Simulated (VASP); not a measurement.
Set up this calculation in VASP 6.6.1, as the native input.

* Task: single point
* Functional: PBE
* Potentials or basis: VASP PAW PBE potentials, release 64 (Mg, O)
* Cutoff: 520 eV
* k mesh: 10 × 10 × 10
* Occupations: gaussian, width 0.02 eV
* Spin: no spin polarisation
* Dipole correction: no
* Further INCAR settings: ALGO = Normal; EDIFF = 1e-06; NBANDS = 11

The structure of MgO (db) lies in POSCAR:

```
MgO
1.0
    0.0000000000      2.1085000000      2.1085000000
    2.1085000000      0.0000000000      2.1085000000
    2.1085000000      2.1085000000      0.0000000000
Mg O
1 1
Direct
    0.0000000000      0.0000000000      0.0000000000
    0.5000000000      0.5000000000      0.5000000000
```

These files were run (other wordings do the same):

INCAR

```
SYSTEM = MgO
ALGO = Normal
EDIFF = 1E-6
ENCUT = 520
GGA = PE
ISIF = 2
ISMEAR = 0
LASPH = .TRUE.
LCHARG = .FALSE.
LREAL = .FALSE.
LWAVE = .FALSE.
NBANDS = 11
NELM = 60
PREC = Accurate
SIGMA = 0.02
```

KPOINTS

```
k-points
0
G
  10 10 10
  0 0 0
```

Potentials or basis: VASP PAW PBE potentials, release 64 (Mg, O).

The run is started by

```console
$ cat potpaw_PBE.64/Mg/POTCAR potpaw_PBE.64/O/POTCAR > POTCAR
$ mpirun -np 1 vasp_std > vasp.out
```

It gave:

```yaml
Pressure: 3.4 GPa
Band_gap_on_the_k_mesh: 4.69 eV, direct
```

Run time: 14 s on 1 thread of Intel Xeon 8259CL, with other jobs on the host, peak memory 0.14 GiB.
